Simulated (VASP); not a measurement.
CdS: electric field gradients with PBEsol

Crystal: CdS.

```
Cd S
1.0
     4.13480    0.02067    0.02067
    -2.04950    3.57050    0.00757
     0.03374    0.03374    6.74900
Cd S
2 2
Cartesian
  0.0119 2.3872 0.0119
  2.0902 1.2208 3.3908
  0.0249 2.4002 2.6103
  2.1032 1.2338 5.9892
```

This cell differs from its parent crystal: equal xy, yz and zx shear strains of +1 %.

```
Program                : VASP 6.6.1
Task                   : electric field gradients
Functional             : PBEsol
Potentials or basis    : VASP PAW PBE potentials, release 64 (Cd, S)
Cutoff                 : 520 eV
k mesh                 : 7 × 7 × 4
Occupations            : fermi-dirac, width 0.01 eV
Spin                   : no spin polarisation
Dipole correction      : no
Further INCAR settings : ALGO = Normal; EDIFF = 1e-08; NBANDS = 26
```

The pressure is -0.2 GPa, the largest force is 0.282 eV/Å and the band gap on the k mesh is 1.07 eV. The largest electric field gradient by atom is Cd +35.6, +35.5; S -7.1, -6.8 V/Å².

Forces on the atoms (eV/Å):
```
Cd  -0.099 -0.037  0.256
Cd   0.022 -0.039  0.255
S   -0.033  0.039 -0.254
S    0.110  0.037 -0.257
```

Stress tensor (GPa, compression positive):
```
 0.56 -0.43 -0.24
-0.43  0.55 -0.24
-0.24 -0.24 -1.58
```

Levels at points of the mesh, in eV from the valence-band top:
| k point | band 15 | band 16 | band 17 | band 18 | band 19 | band 20 | band 21 | band 22 |
| --- | --- | --- | --- | --- | --- | --- | --- | --- |
| (0.00, 0.00, 0.00) | -0.71 | -0.07 | -0.02 | 0.00 | 1.07 | 2.59 | 6.33 | 6.42 |
| (0.00, 0.00, 0.50) | -0.41 | -0.39 | -0.37 | -0.36 | 2.69 | 2.70 | 5.99 | 6.00 |

Electric field gradients, principal values (V/Å²):
| atom | least | middle | greatest (by size) |
| --- | --- | --- | --- |
| 1 Cd | -10.224 | -25.366 | 35.589 |
| 2 Cd | -13.971 | -21.505 | 35.476 |
| 3 S | 1.600 | 5.530 | -7.130 |
| 4 S | 2.175 | 4.627 | -6.801 |

Wall time 3.8 min on 1 thread of Intel Xeon 8259CL, on a shared host, peak memory 0.36 GiB.

Caveat: the cell differs from its parent crystal (equal xy, yz and zx shear strains of +1 %); without QUAD_EFG the Cq values of the log hold for a quadrupole moment of 1 mb, not for the nuclei; the PAW data sets were made with another functional, which shifts forces and pressure a little.
